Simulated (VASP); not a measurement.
# Ni (Im-3m) in VASP: notebook

Runs on Ni. Level: PBEsol. Tasks: single point.

Everything below comes from runs of VASP 6.6.1. Logs are shortened: lines on timing, memory, paths and dates and some standing lists are left out, and cuts for length are marked.

## (1) The cell of the first run

It takes space group Im-3m (No. 229, cubic). Conventional cell: a = 2.767 Å, b = 2.767 Å, c = 2.767 Å, α = 90.00°, β = 90.00°, γ = 90.00°. Within 3.2 Å of Ni (site symmetry m-3m) lie 14 Ni at 2.40 to 2.77 Å.

This isn't the form of Ni at room conditions, which is fcc.

## (2) Single point, PBEsol, collinear spin, ferromagnetic start

INCAR

```
SYSTEM = Ni
PREC     = Accurate       ! precision mode
ENCUT    = 600            ! plane-wave cutoff, eV
EDIFF    = 1E-6           ! SCF threshold, eV
ISMEAR   = -1             ! smearing method
SIGMA    = 0.1            ! smearing width, eV
LREAL    = .FALSE.        ! projectors in reciprocal space
LASPH    = .TRUE.         ! aspherical terms in the spheres
NELM     = 200            ! most SCF steps
ALGO     = Normal         ! electronic algorithm
ISIF     = 2              ! what is computed and relaxed
LWAVE    = .FALSE.        ! write WAVECAR
LCHARG   = .FALSE.        ! write CHGCAR
ISPIN    = 2              ! spin polarisation
MAGMOM   = 2              ! initial moments
LORBIT   = 11             ! projections on sites
LMAXMIX  = 4              ! l up to which the mixer works
GGA      = PS             ! functional
NBANDS   = 15             ! bands
GGA_COMPAT= .FALSE.
```

KPOINTS

```
regular mesh
0
G
  4 4 4
  0 0 0
```

POSCAR

```
Ni
1.0
   -1.3837154700      1.3837154700      1.3837154700
    1.3837154700     -1.3837154700      1.3837154700
    1.3837154700      1.3837154700     -1.3837154700
Ni
1
Direct
    0.0000000000      0.0000000000      0.0000000000
```

Potentials or basis: VASP PAW PBE potentials, release 64 (Ni).

The run is started by

```sh
$ cat potpaw_PBE.64/Ni/POTCAR > POTCAR
$ mpirun -np 1 vasp_std > vasp.out
```

OUTCAR:

```text
SYSTEM = Ni
   PREC = Accurate
   ENCUT = 600
   EDIFF = 1E-6
   ISMEAR = -1
   LREAL = .FALSE.
   LASPH = .TRUE.
   NELM = 200
   ISIF = 2
   ISPIN = 2
   LORBIT = 11
   GGA = PS

 ion  position               nearest neighbor table
   1  0.000  0.000  0.000-

  LATTYP: Found a body centered cubic cell.
 ALAT       =     2.7674309400

  Lattice vectors:

 A1 = (  -1.3837154700,   1.3837154700,   1.3837154700)
 A2 = (   1.3837154700,  -1.3837154700,   1.3837154700)
 A3 = (   1.3837154700,   1.3837154700,  -1.3837154700)

Analysis of symmetry for initial positions (statically):
=====================================================================
 Subroutine PRICEL returns:
 Original cell was already a primitive cell.

 Routine SETGRP: Setting up the symmetry group for a
 body centered cubic supercell.

 Subroutine GETGRP returns: Found 48 space group operations
 (whereof 48 operations were pure point group operations)
 out of a pool of 48 trial point group operations.

The static configuration has the point symmetry O_h .

Analysis of symmetry for dynamics (positions and initial velocities):
=====================================================================
 Subroutine PRICEL returns:
 Original cell was already a primitive cell.

 Routine SETGRP: Setting up the symmetry group for a
 body centered cubic supercell.

 Subroutine GETGRP returns: Found 48 space group operations
 (whereof 48 operations were pure point group operations)
 out of a pool of 48 trial point group operations.

The dynamic configuration has the point symmetry O_h .

Analysis of structural, dynamic, and magnetic symmetry:
=====================================================================
 Subroutine PRICEL returns:
 Original cell was already a primitive cell.

 Routine SETGRP: Setting up the symmetry group for a
 body centered cubic supercell.

 Subroutine GETGRP returns: Found 48 space group operations
 (whereof 48 operations were pure point group operations)
 out of a pool of 48 trial point group operations.

The overall configuration has the point symmetry O_h .

 Subroutine INISYM returns: Found 48 space group operations
 (whereof 48 operations are pure point group operations),
 and found     1 'primitive' translations

----------------------------------------------------------------------------------------

                                     Primitive cell

  volume of cell :      10.5974

  direct lattice vectors                    reciprocal lattice vectors
    -1.383715470  1.383715470  1.383715470     0.000000000  0.361345964  0.361345964
     1.383715470 -1.383715470  1.383715470     0.361345964  0.000000000  0.361345964
     1.383715470  1.383715470 -1.383715470     0.361345964  0.361345964  0.000000000

  length of vectors
     2.396665497  2.396665497  2.396665497     0.511020363  0.511020363  0.511020363

  position of ions in fractional coordinates (direct lattice)
     0.000000000  0.000000000  0.000000000

  ion indices of the primitive-cell ions
   primitive index   ion index
                 1           1

----------------------------------------------------------------------------------------

 KPOINTS: regular mesh

Automatic generation of k-mesh.
 Grid dimensions read from file:
 generate k-points for:    4    4    4

 Generating k-lattice:

  Cartesian coordinates                     Fractional coordinates (reciprocal lattice)
     0.000000000  0.090336491  0.090336491     0.250000000  0.000000000  0.000000000
     0.090336491  0.000000000  0.090336491     0.000000000  0.250000000  0.000000000
     0.090336491  0.090336491  0.000000000     0.000000000  0.000000000  0.250000000

  Length of vectors
     0.127755091  0.127755091  0.127755091

  Shift w.r.t. Gamma in fractional coordinates (k-lattice)
     0.000000000  0.000000000  0.000000000

 Subroutine IBZKPT returns following result:
 ===========================================

 Found      8 irreducible k-points:

 Following reciprocal coordinates:
            Coordinates               Weight
  0.000000  0.000000  0.000000      1.000000
  0.250000  0.000000  0.000000     12.000000
  0.500000  0.000000  0.000000      6.000000
  0.250000  0.250000  0.000000     24.000000
  0.250000  0.250000  0.250000      2.000000
 -0.250000  0.250000  0.250000      6.000000
  0.500000  0.500000  0.250000     12.000000
  0.500000  0.500000  0.500000      1.000000
   k-points           NKPTS =      8   k-points in BZ     NKDIM =      8   number of bands    NBANDS=     15
   number of dos      NEDOS =    301   number of ions     NIONS =      1
   total plane-waves  NPLWV =   8000
   dimension x,y,z NGX =    20 NGY =   20 NGZ =   20
   dimension x,y,z NGXF=    40 NGYF=   40 NGZF=   40
   ions per type =               1
   NGX,Y,Z   is equivalent  to a cutoff of  13.87, 13.87, 13.87 a.u.
   NGXF,Y,Z  is equivalent  to a cutoff of  27.75, 27.75, 27.75 a.u.
 SYSTEM =  Ni
   PREC   = accura    normal or accurate (medium, high low for compatibility)
   ISTART =      0    job   : 0-new  1-cont  2-samecut
   ICHARG =      2    charge: 1-file 2-atom 10-const
   ISPIN  =      2    spin polarized calculation?
   LNONCOLLINEAR =      F non collinear calculations
   LSORBIT =      F    spin-orbit coupling
   LASPH  =      T    aspherical Exc in radial PAW
   ENCUT  =  600.0 eV  44.10 Ry    6.64 a.u.   4.79  4.79  4.79*2*pi/ulx,y,z
   NELM   =    200;   NELMIN=  2; NELMDL= -5     # of ELM steps
   EDIFF  = 0.1E-05   stopping-criterion for ELM
   LREAL  =      F    real-space projection
   EDIFFG = 0.1E-04   stopping-criterion for IOM
   NSW    =      0    number of steps for IOM
   IBRION =     -1    ionic relax: 0-MD 1-quasi-New 2-CG
   NFREE  =      0    steps in history (QN), initial steepest desc. (CG)
   ISIF   =      2    stress and relaxation
   ISYM   =      2    0-nonsym 1-usesym 2-fastsym
   POTIM  = 0.5000    time-step for ionic-motion
   TEBEG  =    0.0;   TEEND  =   0.0 temperature during run
   PSTRESS=    0.0 pullay stress
   NELECT =      10.0000    total number of electrons
   NUPDOWN=      -1.0000    fix difference up-down
   EMIN   =  10.00;   EMAX   =-10.00  energy-range for DOS
   EFERMI =   0.00;   METHOD = LEGACY
   ISMEAR =    -1;   SIGMA  =   0.10  broadening in eV -4-tet -1-fermi 0-gaus
   EFERMI_NEDOS =   21; number of points for ismear=-14 and -15
   IALGO  =     38    algorithm
   IMIX   =      4    mixing-type and parameters
     AMIX     =   0.40;   BMIX     =  1.00
     AMIX_MAG =   1.60;   BMIX_MAG =  1.00
  volume/ion in A,a.u.               =      10.60        71.51
  Fermi-wavevector in a.u.,A,eV,Ry     =   1.605738  3.034405 35.081190  2.578395
  Thomas-Fermi vector in A             =   2.702037
   LORBIT       =     11    0 simple, 1 ext, 2 COOP (PROOUT), +10 PAW based schemes
   GGA     = PS    functional components
   LHFCALC =     F    Hartree Fock is set to
   AEXX    =    0.0000 exact exchange contribution
   IVDW    =     0    specifies the selected vdW correction
   LEPSILON=     F    determine dielectric tensor
   LRPA    =     F    only Hartree local field effects (RPA)
 spin polarized calculation
  energy-cutoff  :      600.00
  volume of cell :       10.60
 maximum number of plane-waves:       370
   NGX =  9   NGY =  9   NGZ =  9

 number of electron      10.0000001 magnetization       0.0000595

 Free energy of the ion-electron system (eV)
  ---------------------------------------------------
  ext. energy  EPLUGINS =         0.00000000
  ---------------------------------------------------
  free energy    TOTEN  =        -6.10167937 eV

  energy without entropy =       -6.04467738  energy(sigma->0) =       -6.07317838

 E-fermi :   9.5803     XC(G=0): -13.5823

 val. band max:        9.5690846417   @ k =   0.5000   0.5000   0.5000
 cond. band min:       9.6257044764   @ k =   0.5000   0.0000   0.0000
 fundamental gap:      0.0566198348
 Fermi energy:         9.5803027181

 spin component 1

 k-point     1 :       0.0000    0.0000    0.0000
  band No.  band energies     occupation
      1       0.3195      1.00000
      2       7.4162      1.00000
      3       7.4162      1.00000
      4       7.4162      1.00000
      5       8.8351      0.99942
      6       8.8351      0.99942
      7      36.1039      0.00000
      8      36.1039      0.00000
      9      36.1039      0.00000
     10      41.1930      0.00000
     11      41.1930      0.00000
     12      42.5121      0.00000
     13      42.5121      0.00000
     14      42.5121      0.00000
     15      43.1414      0.00000
[... 109 lines left out ...]
 k-point     8 :       0.5000    0.5000    0.5000
  band No.  band energies     occupation
      1       5.2945      1.00000
      2       5.2945      1.00000
      3       9.5690      0.52826
      4       9.5690      0.52826
      5       9.5690      0.52826
      6      19.3434      0.00000
      7      19.3434      0.00000
      8      19.3434      0.00000
      9      25.4290      0.00000
     10      25.4290      0.00000
     11      29.6114      0.00000
     12      51.0450      0.00000
     13      56.1553      0.00000
     14      59.4028      0.00000
     15      59.4028      0.00000
 Fermi energy:         9.5803027181

 spin component 2

 k-point     1 :       0.0000    0.0000    0.0000
  band No.  band energies     occupation
      1       0.3195      1.00000
      2       7.4163      1.00000
      3       7.4163      1.00000
      4       7.4163      1.00000
      5       8.8352      0.99942
      6       8.8352      0.99942
      7      36.1039      0.00000
      8      36.1039      0.00000
      9      36.1039      0.00000
     10      41.1930      0.00000
     11      41.1930      0.00000
     12      42.5121      0.00000
     13      42.5121      0.00000
     14      42.5121      0.00000
     15      43.1414      0.00000
[... 109 lines left out ...]
 k-point     8 :       0.5000    0.5000    0.5000
  band No.  band energies     occupation
      1       5.2945      1.00000
      2       5.2945      1.00000
      3       9.5691      0.52802
      4       9.5691      0.52802
      5       9.5691      0.52802
      6      19.3434      0.00000
      7      19.3434      0.00000
      8      19.3434      0.00000
      9      25.4291      0.00000
     10      25.4291      0.00000
     11      29.6114      0.00000
     12      51.0449      0.00000
     13      56.1554      0.00000
     14      59.4028      0.00000
     15      59.4028      0.00000

------------------------ aborting loop because EDIFF is reached ----------------------------------------

  FORCE on cell =-STRESS in cart. coord.  units (eV):
  Direction    XX          YY          ZZ          XY          YZ          ZX
  --------------------------------------------------------------------------------------
  -------------------------------------------------------------------------------------
  Total       -0.3716760     -0.3716760     -0.3716760      0.0000000     -0.0000000     -0.0000000
  in kB      -56.1920328    -56.1920328    -56.1920328      0.0000000     -0.0000000     -0.0000000
  external PRESSURE =     -56.1920328 kB  Pullay stress =       0.0000000 kB

 VOLUME and BASIS-vectors are now :
 -----------------------------------------------------------------------------
  energy-cutoff  :      600.00
  volume of cell :       10.60
      direct lattice vectors                 reciprocal lattice vectors
    -1.383715470  1.383715470  1.383715470     0.000000000  0.361345964  0.361345964
     1.383715470 -1.383715470  1.383715470     0.361345964  0.000000000  0.361345964
     1.383715470  1.383715470 -1.383715470     0.361345964  0.361345964  0.000000000

 POSITION                                       TOTAL-FORCE (eV/Angst)
 -----------------------------------------------------------------------------------
      0.00000      0.00000      0.00000        -0.000000      0.000000     -0.000000
 -----------------------------------------------------------------------------------
    total drift:                                0.000000     -0.000000      0.000000

  FREE ENERGIE OF THE ION-ELECTRON SYSTEM (eV)
  ---------------------------------------------------
  free  energy   TOTEN  =        -6.1016793683 eV

  energy  without entropy=       -6.0446773829  energy(sigma->0) =       -6.07317838

 total charge

# of ion       s       p       d       tot
------------------------------------------
    1        0.504   0.505   8.361   9.370

 magnetization (x)

# of ion       s       p       d       tot
------------------------------------------
    1       -0.000  -0.000   0.000   0.000
```

Run time: 17 s. Hardware: 1 thread of Intel Xeon 8259CL, shared host; peak memory 0.13 GiB.

Results:

| Item | Value |
| --- | --- |
| Free energy | -6.1017 eV |
| Pressure | -5.6 GPa |
| Band gap on the k mesh | zero (filled and empty bands overlap) |
| Net moment | 0.00 μB per cell |
| Valence electrons inside the program's atomic spheres | Ni 9.37 |

Caveat: the k points lie up to 0.80 Å⁻¹ apart, too coarse for converged energies and pressures of a metal; the PAW data sets were made with another functional, which shifts forces and pressure a little.

[end of part 1 of 2]
